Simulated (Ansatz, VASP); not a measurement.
# NaLiCl2: VASP beside Ansatz

```
Na Li Cl
1.0
     1.83693    1.06055    6.08660
    -1.83693    1.06055    6.08660
     0.00000   -2.12111    6.08660
Na Li Cl
1 1 2
Direct
  0.00000 0.00000 0.00000
  0.50000 0.50000 0.50000
  0.75760 0.75760 0.75760
  0.24240 0.24240 0.24240
```

Alike in both runs: functional LDA; k mesh 9 × 9 × 9; no spin polarisation.

Ansatz relaxed the structure, and its values are those at the end. VASP's run is a single point on that final structure, the one shown.

|  | VASP | Ansatz |
| --- | --- | --- |
| version | VASP 6.6.1 | Ansatz 0.2.0 |
| potentials or method | VASP PAW LDA potentials, release 64 (Na_pv, Li_sv, Cl), cutoff 520 eV | scalar-relativistic, plane waves, PAW |
| occupations | gaussian, width 0.01 eV | fixed |
| valence electrons in the cell | 24 | 26 |

VASP gave:

* gap on the k mesh at the Fermi level (eV): 5.61
* least direct gap on the mesh (eV): 5.61

**Question.** Which values does Ansatz return?

**Answer.** gap on the k mesh at the Fermi level (eV): 5.60; least direct gap on the mesh (eV): 5.60.

LDA's correlation is that of Perdew and Zunger in VASP and of Perdew and Wang (1992) in Ansatz. VASP's potentials hold 24 valence electrons a cell and Ansatz's 26, so a difference there can come from the potentials and not from the codes.

Noted on VASP's run: the cutoff is under 1.25 times that of the potentials, so the pressure is a little rough.
